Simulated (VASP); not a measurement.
Wanted: the native input for a VASP 6.6.1 run.

```yaml
Task: single point
Functional: PBEsol
Potentials_or_basis: VASP PAW PBE potentials, release 64 (Al, N)
Cutoff: 520 eV
k_mesh: 9 × 9 × 6
Occupations: gaussian, width 0.01 eV
Spin: no spin polarisation
Dipole_correction: no
Further_INCAR_settings: ALGO = Normal; EDIFF = 1e-07; NBANDS = 16
```

The structure of AlN (sol) lies in POSCAR:

```
AlN
1.0
    3.1135756617      0.0000000000      0.0000000000
   -1.5567878308      2.6964356196      0.0000000000
    0.0000000000      0.0000000000      4.9831268447
Al N
2 2
Direct
    0.3333333333      0.6666666667     -0.0000061738
    0.6666666667      0.3333333333      0.4999938262
    0.3333333333      0.6666666667      0.3820061738
    0.6666666667      0.3333333333      0.8820061738
```

One way to write it, as run:

INCAR

```
  PREC = Accurate
  ENCUT = 520
  EDIFF = 1E-7
  ISMEAR = 0
  SIGMA = 0.01
  LREAL = False
  LASPH = True
  NELM = 60
  ALGO = Normal
  ISIF = 2
  LWAVE = False
  LCHARG = False
  GGA = PS
  NBANDS = 16
```

KPOINTS

```
Automatic mesh
0
Gamma
  9 9 6
```

Potentials or basis: VASP PAW PBE potentials, release 64 (Al, N).

Launch:

```bash
$ cat potpaw_PBE.64/Al/POTCAR potpaw_PBE.64/N/POTCAR > POTCAR
$ mpirun -np 1 vasp_std > vasp.out
```

Results of the run:

The pressure is 0.0 GPa and the band gap on the k mesh is 4.11 eV, direct.

Caveat: the PAW data sets were made with another functional, which shifts forces and pressure a little.

Wall time 17 s on 1 thread of AMD EPYC 9R14 (Zen 4), on a shared host, peak memory 0.14 GiB.
